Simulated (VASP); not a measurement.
# Ni in VASP: further runs

Runs on Ni. Level: LDA. Tasks: single point.

Program: VASP 6.6.1. These are calculated values, not measurements. Logs are shortened: lines on timing, memory, paths and dates and some standing lists are left out, and cuts for length are marked.

### 1 The cell of the first run

The typed cell holds 1 atom: a = 2.399 Å, b = 2.399 Å, c = 2.394 Å, α = 109.47°, β = 109.47°, γ = 109.56°.

This isn't the form of Ni at room conditions, which is fcc.

### 2 Single point, LDA, collinear spin, ferromagnetic start

Contents of INCAR:

```
SYSTEM = Ni
PREC     = Accurate       ! precision mode
ENCUT    = 690            ! plane-wave cutoff, eV
EDIFF    = 1E-6           ! SCF threshold, eV
ISMEAR   = -1             ! smearing method
SIGMA    = 0.05           ! smearing width, eV
LREAL    = .FALSE.        ! projectors in reciprocal space
LASPH    = .TRUE.         ! aspherical terms in the spheres
NELM     = 200            ! most SCF steps
ALGO     = Normal         ! electronic algorithm
ISIF     = 2              ! what is computed and relaxed
LWAVE    = .FALSE.        ! write WAVECAR
LCHARG   = .TRUE.         ! write CHGCAR
ISPIN    = 2              ! spin polarisation
MAGMOM   = 1              ! initial moments
LORBIT   = 11             ! projections on sites
LMAXMIX  = 4              ! l up to which the mixer works
GGA      = CA             ! functional
LELF     = .TRUE.         ! ELF
LVHAR    = .TRUE.       
NBANDS   = 19             ! bands
GGA_COMPAT= .FALSE.
```

Contents of KPOINTS:

```
regular mesh
0
G
  17 17 17
  0 0 0
```

Contents of POSCAR:

```
Ni
1.0
   -1.3860211917      1.3860211917      1.3837150000
    1.3860211917     -1.3860211917      1.3837150000
    1.3814088083      1.3814088083     -1.3837150000
Ni
1
Direct
    0.0000000000      0.0000000000      0.0000000000
```

Potentials or basis: VASP PAW LDA potentials, release 64 (Ni_sv_GW).

Command:

```bash
$ cat potpaw_LDA.64/Ni_sv_GW/POTCAR > POTCAR
$ mpirun -np 1 vasp_std > vasp.out
```

OUTCAR:

```text
SYSTEM = Ni
   PREC = Accurate
   ENCUT = 690
   EDIFF = 1E-6
   ISMEAR = -1
   LREAL = .FALSE.
   LASPH = .TRUE.
   NELM = 200
   ISIF = 2
   ISPIN = 2
   LORBIT = 11
   GGA = CA

 ion  position               nearest neighbor table
   1  0.000  0.000  0.000-

  LATTYP: Found a face centered orthorhombic cell.
 ALAT       =     2.7674300000
 B/A-ratio  =     1.4118565397
 C/A-ratio  =     1.4165705850

  Lattice vectors:

 A1 = (  -0.0046123834,   2.7674300000,   0.0000000000)
 A2 = (  -1.3860211917,   1.3860211917,   1.3837150000)
 A3 = (   1.3814088083,   1.3814088083,   1.3837150000)

Analysis of symmetry for initial positions (statically):
=====================================================================
 Subroutine PRICEL returns:
 Original cell was already a primitive cell.

 Routine SETGRP: Setting up the symmetry group for a
 face centered orthorhombic supercell.

 Subroutine GETGRP returns: Found  8 space group operations
 (whereof  8 operations were pure point group operations)
 out of a pool of  8 trial point group operations.

The static configuration has the point symmetry D_2h.

Analysis of symmetry for dynamics (positions and initial velocities):
=====================================================================
 Subroutine PRICEL returns:
 Original cell was already a primitive cell.

 Routine SETGRP: Setting up the symmetry group for a
 face centered orthorhombic supercell.

 Subroutine GETGRP returns: Found  8 space group operations
 (whereof  8 operations were pure point group operations)
 out of a pool of  8 trial point group operations.

The dynamic configuration has the point symmetry D_2h.

Analysis of structural, dynamic, and magnetic symmetry:
=====================================================================
 Subroutine PRICEL returns:
 Original cell was already a primitive cell.

 Routine SETGRP: Setting up the symmetry group for a
 face centered orthorhombic supercell.

 Subroutine GETGRP returns: Found  8 space group operations
 (whereof  8 operations were pure point group operations)
 out of a pool of  8 trial point group operations.

The overall configuration has the point symmetry D_2h.

 Subroutine INISYM returns: Found  8 space group operations
 (whereof  8 operations are pure point group operations),
 and found     1 'primitive' translations

----------------------------------------------------------------------------------------

                                     Primitive cell

  volume of cell :      10.5974

  direct lattice vectors                    reciprocal lattice vectors
    -1.386021192  1.386021192  1.383715000     0.000602245  0.361347090  0.361346086
     1.386021192 -1.386021192  1.383715000     0.361347090  0.000602245  0.361346086
     1.381408808  1.381408808 -1.383715000     0.361949335  0.361949335  0.000000000

  length of vectors
     2.399328383  2.399328383  2.394002463     0.511021601  0.511021601  0.511873659

  position of ions in fractional coordinates (direct lattice)
     0.000000000  0.000000000  0.000000000

  ion indices of the primitive-cell ions
   primitive index   ion index
                 1           1

----------------------------------------------------------------------------------------

 KPOINTS: regular mesh

Automatic generation of k-mesh.
 Grid dimensions read from file:
 generate k-points for:   17   17   17

 Generating k-lattice:

  Cartesian coordinates                     Fractional coordinates (reciprocal lattice)
     0.000035426  0.021255711  0.021255652     0.058823529  0.000000000  0.000000000
     0.021255711  0.000035426  0.021255652     0.000000000  0.058823529  0.000000000
     0.021291137  0.021291137  0.000000000     0.000000000  0.000000000  0.058823529

  Length of vectors
     0.030060094  0.030060094  0.030110215

  Shift w.r.t. Gamma in fractional coordinates (k-lattice)
     0.000000000  0.000000000  0.000000000

 Subroutine IBZKPT returns following result:
 ===========================================

 Found    729 irreducible k-points:

 Following reciprocal coordinates:
            Coordinates               Weight
  0.000000  0.000000  0.000000      1.000000
  0.058824  0.000000  0.000000      8.000000
  0.117647  0.000000  0.000000      8.000000
  0.176471  0.000000  0.000000      8.000000
  0.235294  0.000000  0.000000      8.000000
  0.294118  0.000000  0.000000      8.000000
[... 16 lines left out ...]
 -0.176471  0.058824  0.000000      8.000000
 -0.117647  0.058824 -0.000000      8.000000
 [... further k-points ...]
   k-points           NKPTS =    729   k-points in BZ     NKDIM =    729   number of bands    NBANDS=     19
   number of dos      NEDOS =    301   number of ions     NIONS =      1
   total plane-waves  NPLWV =  13824
   dimension x,y,z NGX =    24 NGY =   24 NGZ =   24
   dimension x,y,z NGXF=    48 NGYF=   48 NGZF=   48
   ions per type =               1
   NGX,Y,Z   is equivalent  to a cutoff of  16.63, 16.63, 16.67 a.u.
   NGXF,Y,Z  is equivalent  to a cutoff of  33.26, 33.26, 33.33 a.u.
 SYSTEM =  Ni
   PREC   = accura    normal or accurate (medium, high low for compatibility)
   ISTART =      0    job   : 0-new  1-cont  2-samecut
   ICHARG =      2    charge: 1-file 2-atom 10-const
   ISPIN  =      2    spin polarized calculation?
   LNONCOLLINEAR =      F non collinear calculations
   LSORBIT =      F    spin-orbit coupling
   LASPH  =      T    aspherical Exc in radial PAW
   ENCUT  =  690.0 eV  50.71 Ry    7.12 a.u.   5.14  5.14  5.13*2*pi/ulx,y,z
   NELM   =    200;   NELMIN=  2; NELMDL= -5     # of ELM steps
   EDIFF  = 0.1E-05   stopping-criterion for ELM
   LREAL  =      F    real-space projection
   EDIFFG = 0.1E-04   stopping-criterion for IOM
   NSW    =      0    number of steps for IOM
   IBRION =     -1    ionic relax: 0-MD 1-quasi-New 2-CG
   NFREE  =      0    steps in history (QN), initial steepest desc. (CG)
   ISIF   =      2    stress and relaxation
   ISYM   =      2    0-nonsym 1-usesym 2-fastsym
   POTIM  = 0.5000    time-step for ionic-motion
   TEBEG  =    0.0;   TEEND  =   0.0 temperature during run
   PSTRESS=    0.0 pullay stress
   NELECT =      18.0000    total number of electrons
   NUPDOWN=      -1.0000    fix difference up-down
   EMIN   =  10.00;   EMAX   =-10.00  energy-range for DOS
   EFERMI =   0.00;   METHOD = LEGACY
   ISMEAR =    -1;   SIGMA  =   0.05  broadening in eV -4-tet -1-fermi 0-gaus
   EFERMI_NEDOS =   21; number of points for ismear=-14 and -15
   IALGO  =     38    algorithm
   IMIX   =      4    mixing-type and parameters
     AMIX     =   0.40;   BMIX     =  1.00
     AMIX_MAG =   1.60;   BMIX_MAG =  1.00
  volume/ion in A,a.u.               =      10.60        71.51
  Fermi-wavevector in a.u.,A,eV,Ry     =   1.953287  3.691177 51.910724  3.815331
  Thomas-Fermi vector in A             =   2.980142
   LORBIT       =     11    0 simple, 1 ext, 2 COOP (PROOUT), +10 PAW based schemes
   GGA     = CA    functional components
   LHFCALC =     F    Hartree Fock is set to
   AEXX    =    0.0000 exact exchange contribution
   IVDW    =     0    specifies the selected vdW correction
   LEPSILON=     F    determine dielectric tensor
   LRPA    =     F    only Hartree local field effects (RPA)
 spin polarized calculation
  energy-cutoff  :      690.00
  volume of cell :       10.60
 maximum number of plane-waves:       451
 NGX is ok and might be reduce to    24
   NGX = 11   NGY = 11   NGZ = 11

 number of electron      18.0000007 magnetization       0.4147809

 Free energy of the ion-electron system (eV)
  ---------------------------------------------------
  ext. energy  EPLUGINS =         0.00000000
  ---------------------------------------------------
  free energy    TOTEN  =        -7.34417296 eV

  energy without entropy =       -7.32848438  energy(sigma->0) =       -7.33632867

 E-fermi :   7.6230     XC(G=0): -14.4890

 val. band max:        7.6225046774   @ k =   0.2941   0.0000   0.0588
 cond. band min:       7.6251004033   @ k =  -0.4706   0.4706   0.2353
 fundamental gap:      0.0025957260
 Fermi energy:         7.6229742126

 spin component 1

 k-point     1 :       0.0000    0.0000    0.0000
  band No.  band energies     occupation
      1     -94.5646      1.00000
      2     -55.4101      1.00000
      3     -55.4098      1.00000
      4     -55.4096      1.00000
      5      -1.4996      1.00000
      6       5.3605      1.00000
[... 11 lines left out ...]
     18      40.5857      0.00000
     19      40.5878      0.00000

 k-point     2 :       0.0588    0.0000    0.0000
  band No.  band energies     occupation
      1     -94.5631      1.00000
      2     -55.4187      1.00000
      3     -55.4129      1.00000
      4     -55.4098      1.00000
      5      -1.3531      1.00000
      6       5.3372      1.00000
[... 11 lines left out ...]
     18      41.0648      0.00000
     19      42.1570      0.00000

 k-point     3 :       0.1176    0.0000    0.0000
  band No.  band energies     occupation
      1     -94.5587      1.00000
      2     -55.4436      1.00000
      3     -55.4215      1.00000
      4     -55.4096      1.00000
      5      -0.9211      1.00000
      6       5.2402      1.00000
[... 11 lines left out ...]
     18      42.3746      0.00000
     19      44.6503      0.00000

 k-point     4 :       0.1765    0.0000    0.0000
  band No.  band energies     occupation
      1     -94.5521      1.00000
      2     -55.4816      1.00000
      3     -55.4346      1.00000
      4     -55.4094      1.00000
      5      -0.2295      1.00000
      6       5.0925      1.00000
[... 407 lines left out ...]
     18      44.5265      0.00000
     19      48.8370      0.00000

 k-point    23 :      -0.1765    0.0588    0.0000
  band No.  band energies     occupation
      1     -94.5547      1.00000
      2     -55.4667      1.00000
      3     -55.4263      1.00000
      4     -55.4127      1.00000
      5      -0.5021      1.00000
      6       5.1731      1.00000
[... 11 lines left out ...]
     18      42.4054      0.00000
     19      46.6220      0.00000

 k-point    24 :      -0.1176    0.0588   -0.0000
  band No.  band energies     occupation
      1     -94.5602      1.00000
      2     -55.4356      1.00000
      3     -55.4159      1.00000
      4     -55.4121      1.00000
      5      -1.0647      1.00000
      6       5.2848      1.00000
[... 11 lines left out ...]
     18      41.0292      0.00000
     19      44.2937      0.00000

 [... further k-points ...]

 spin component 2

 k-point     1 :       0.0000    0.0000    0.0000
  band No.  band energies     occupation
      1     -94.0665      1.00000
      2     -54.9262      1.00000
      3     -54.9258      1.00000
      4     -54.9254      1.00000
      5      -1.4653      1.00000
      6       5.7963      1.00000
[... 11 lines left out ...]
     18      40.7477      0.00000
     19      40.7536      0.00000

 k-point     2 :       0.0588    0.0000    0.0000
  band No.  band energies     occupation
      1     -94.0650      1.00000
      2     -54.9348      1.00000
      3     -54.9289      1.00000
      4     -54.9257      1.00000
      5      -1.3187      1.00000
      6       5.7719      1.00000
[... 11 lines left out ...]
     18      41.2170      0.00000
     19      42.2527      0.00000

 k-point     3 :       0.1176    0.0000    0.0000
  band No.  band energies     occupation
      1     -94.0605      1.00000
      2     -54.9602      1.00000
      3     -54.9376      1.00000
      4     -54.9256      1.00000
      5      -0.8859      1.00000
      6       5.6709      1.00000
[... 11 lines left out ...]
     18      42.4984      0.00000
     19      44.7302      0.00000

 k-point     4 :       0.1765    0.0000    0.0000
  band No.  band energies     occupation
      1     -94.0538      1.00000
      2     -54.9990      1.00000
      3     -54.9509      1.00000
      4     -54.9253      1.00000
      5      -0.1918      1.00000
      6       5.5171      1.00000
[... 407 lines left out ...]
     18      44.6193      0.00000
     19      48.9772      0.00000

 k-point    23 :      -0.1765    0.0588    0.0000
  band No.  band energies     occupation
      1     -94.0564      1.00000
      2     -54.9837      1.00000
      3     -54.9426      1.00000
      4     -54.9288      1.00000
      5      -0.4658      1.00000
      6       5.5995      1.00000
[... 11 lines left out ...]
     18      42.5117      0.00000
     19      46.8075      0.00000

 k-point    24 :      -0.1176    0.0588   -0.0000
  band No.  band energies     occupation
      1     -94.0620      1.00000
      2     -54.9519      1.00000
      3     -54.9320      1.00000
      4     -54.9282      1.00000
      5      -1.0299      1.00000
      6       5.7165      1.00000
[... 11 lines left out ...]
     18      41.1609      0.00000
     19      44.4262      0.00000

 [... further k-points ...]
[... 5 lines left out ...]
  --------------------------------------------------------------------------------------
  -------------------------------------------------------------------------------------
  Total       -0.7548559     -0.7548559     -0.7547564      0.0332829     -0.0000000     -0.0000000
  in kB     -114.1237091   -114.1237091   -114.1086801      5.0319129     -0.0000000     -0.0000000
  external PRESSURE =    -114.1186995 kB  Pullay stress =       0.0000000 kB

 VOLUME and BASIS-vectors are now :
 -----------------------------------------------------------------------------
  energy-cutoff  :      690.00
  volume of cell :       10.60
      direct lattice vectors                 reciprocal lattice vectors
    -1.386021192  1.386021192  1.383715000     0.000602245  0.361347090  0.361346086
     1.386021192 -1.386021192  1.383715000     0.361347090  0.000602245  0.361346086
     1.381408808  1.381408808 -1.383715000     0.361949335  0.361949335  0.000000000

 POSITION                                       TOTAL-FORCE (eV/Angst)
 -----------------------------------------------------------------------------------
      0.00000      0.00000      0.00000         0.000000      0.000000      0.000000
 -----------------------------------------------------------------------------------
    total drift:                               -0.000000      0.000000      0.000000

  FREE ENERGIE OF THE ION-ELECTRON SYSTEM (eV)
  ---------------------------------------------------
  free  energy   TOTEN  =        -7.3441729618 eV

  energy  without entropy=       -7.3284843787  energy(sigma->0) =       -7.33632867

 total charge

# of ion       s       p       d       f       tot
--------------------------------------------------
    1        2.242   6.299   7.836   0.005  16.383

 magnetization (x)

# of ion       s       p       d       f       tot
--------------------------------------------------
    1       -0.000  -0.006   0.435   0.000   0.429
```

Wall time 4.1 min (1 thread of Intel Xeon Platinum 8488C (Sapphire Rapids), shared host); peak memory 0.47 GiB.

Results:

| Quantity | Value |
| --- | --- |
| Free energy | -7.3442 eV |
| Pressure | -11.4 GPa |
| Net moment | 0.41 μB per cell |
| Site moments | Ni +0.43 μB |
| Valence electrons inside the program's atomic spheres | Ni 16.38 |

Caveat: the cell stands under tension.

### 3 Single point, LDA, collinear spin, ferromagnetic start

Contents of INCAR:

```
SYSTEM = Ni
ALGO     = Normal         ! electronic algorithm
EDIFF    = 1E-6           ! SCF threshold, eV
ENCUT    = 690            ! plane-wave cutoff, eV
GGA      = CA             ! functional
GGA_COMPAT= .FALSE.      
ISIF     = 2              ! what is computed and relaxed
ISMEAR   = -1             ! smearing method
ISPIN    = 2              ! spin polarisation
LASPH    = .TRUE.         ! aspherical terms in the spheres
LCHARG   = .FALSE.        ! write CHGCAR
LMAXMIX  = 4              ! l up to which the mixer works
LORBIT   = 11             ! projections on sites
LREAL    = .FALSE.        ! projectors in reciprocal space
LWAVE    = .FALSE.        ! write WAVECAR
MAGMOM   = 1              ! initial moments
NBANDS   = 19             ! bands
NELM     = 200            ! most SCF steps
PREC     = Accurate       ! precision mode
SIGMA    = 0.05           ! smearing width, eV
```

Contents of KPOINTS:

```
k-points
0
G
  17 17 17
  0 0 0
```

Contents of POSCAR:

```
Ni
1.0
   -1.3837150000      1.3837150000      1.3837150000
    1.3837150000     -1.3837150000      1.3837150000
    1.3837150000      1.3837150000     -1.3837150000
Ni
1
Direct
    0.0000000000      0.0000000000      0.0000000000
```

Potentials or basis: VASP PAW LDA potentials, release 64 (Ni_sv_GW).

Command:

```bash
$ cat potpaw_LDA.64/Ni_sv_GW/POTCAR > POTCAR
$ mpirun -np 1 vasp_std > vasp.out
```

It took 89 s on 1 thread of Intel Xeon Platinum 8259CL at 2.50GHz (Skylake/Cascade Lake), shared host; peak memory 0.21 GiB.

Results (log left out):

```
Free energy                                           : -7.3442 eV
Pressure                                              : -11.4 GPa
Net moment                                            : 0.41 μB per cell
Site moments                                          : Ni +0.43 μB
Valence electrons inside the program's atomic spheres : Ni 16.38
```

Levels at points of the mesh, in eV from the Fermi level:
Spin up:
```csv
k point,band 6,band 7,band 8,band 9,band 10,band 11,band 12,band 13
"(0.00, 0.00, 0.00)",-2.25,-2.25,-2.25,-0.78,-0.78,26.55,26.55,26.55
```
Spin down:
| k point | band 7 | band 8 | band 9 | band 10 | band 11 | band 12 |
| --- | --- | --- | --- | --- | --- | --- |
| (0.00, 0.00, 0.00) | -1.81 | -1.81 | -0.41 | -0.41 | 26.55 | 26.55 |

Caveat: the cell stands under tension.

### 4 Single point, LDA, collinear spin, ferromagnetic start

Contents of INCAR:

```
PREC = Accurate
ENCUT = 690
EDIFF = 1E-6
ISMEAR = -1
SIGMA = 0.05
LREAL = F
LASPH = T
NELM = 200
ALGO = Normal
ISIF = 2
LWAVE = F
LCHARG = F
ISPIN = 2
MAGMOM = 1
LORBIT = 11
LMAXMIX = 4
GGA = CA
NBANDS = 19
GGA_COMPAT = F
```

Contents of KPOINTS:

```
Automatic mesh
0
Gamma
  17 17 17
```

Contents of POSCAR:

```
Ni
1.0
   -1.3906335750      1.3906335750      1.3837150000
    1.3906335750     -1.3906335750      1.3837150000
    1.3767964250      1.3767964250     -1.3837150000
Ni
1
Direct
    0.0000000000      0.0000000000      0.0000000000
```

Command:

```bash
$ cat potpaw_LDA.64/Ni_sv_GW/POTCAR > POTCAR
$ mpirun -np 1 vasp_std > vasp.out
```

It took 4.4 min on 1 thread of AMD EPYC 9R45 (Zen 5), shared host; peak memory 0.43 GiB.

Results (log left out):

```yaml
Free_energy: -7.3437 eV
Pressure: -11.4 GPa
Net_moment: 0.41 μB per cell
Site_moments: Ni +0.43 μB
Valence_electrons_inside_the_program's_atomic_spheres: Ni 16.38
```

Stress tensor (GPa, compression positive):
```
-11.38   1.51   0.00
  1.51 -11.38   0.00
  0.00   0.00 -11.38
```

Levels at points of the mesh, in eV from the Fermi level:
Spin up:
| k point | band 7 | band 8 | band 9 | band 10 | band 11 | band 12 |
| --- | --- | --- | --- | --- | --- | --- |
| (0.00, 0.00, 0.00) | -2.25 | -2.20 | -0.78 | -0.77 | 26.40 | 26.56 |
Spin down:
```
           k point  band 7  band 8  band 9  band 10  band 11  band 12
(0.00, 0.00, 0.00)   -1.81   -1.77   -0.41    -0.41    26.40    26.55
```

Caveat: the cell stands under tension.

### 5 Overview

```tsv
cell	gap on the mesh (eV)	pressure (GPa)	moment (μB)
a = 2.399, b = 2.399, c = 2.394 Å, angles 109.5, 109.5, 109.6°, 1 atom	none	-11.4	0.41
a = 2.397 Å, angles 109.5°, 1 atom	none	-11.4	0.41
a = 2.405, b = 2.405, c = 2.389 Å, angles 109.5, 109.5, 109.7°, 1 atom	none	-11.4	0.41
```

Alike in all rows: task single point; level LDA; potentials or basis VASP PAW LDA potentials, release 64 (Ni_sv_GW); spin collinear, ferromagnetic start; k mesh 17 × 17 × 17; cutoff (eV) 690; smearing fermi-dirac 0.05 eV.

Caveats: the cell stands under tension.

Total energies depend on the potentials used, so only differences within one code and one set of settings carry meaning.
